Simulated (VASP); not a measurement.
Input of a VASP 6.6.1 run:

INCAR

```
PREC = Accurate
ENCUT = 520
EDIFF = 1E-7
ISMEAR = 0
SIGMA = 0.15
LREAL = F
LASPH = T
NELM = 60
ALGO = Normal
ISIF = 2
LWAVE = F
LCHARG = T
GGA = PS
LELF = T
LVHAR = T
NBANDS = 14
```

The input KPOINTS:

```
Automatic mesh
0
Gamma
  16 16 16
```

The input POSCAR:

```
HfN
1.0
    0.0000000000      2.5775631000      2.5775631000
    2.5775631000      0.0000000000      2.5775631000
    2.5775631000      2.5775631000      0.0000000000
Hf N
1 1
Direct
    0.0000000000      0.0000000000      0.0000000000
    0.7500000000      0.7500000000      0.7500000000
```

Potentials or basis: VASP PAW PBE potentials, release 64 (Hf_pv, N).

The run is started by

```sh
$ cat potpaw_PBE.64/Hf_pv/POTCAR potpaw_PBE.64/N/POTCAR > POTCAR
$ mpirun -np 1 vasp_std > vasp.out
```

Question: Estimate the band gap on the k mesh.

Answer: Zero (an odd number of electrons rules out a gap without spin polarisation).

Question: Estimate the pressure.

Answer: -25.6 GPa.

Caveat: the cell differs from its parent crystal (strain +0.050 along x and y, +0.050 along z); the cell stands under tension; the PAW data sets were made with another functional, which shifts forces and pressure a little; spin-orbit coupling is left out, which moves the levels of the heavy elements; an odd number of electrons without spin polarisation forces a metal; a magnetic or distorted state may lie lower.
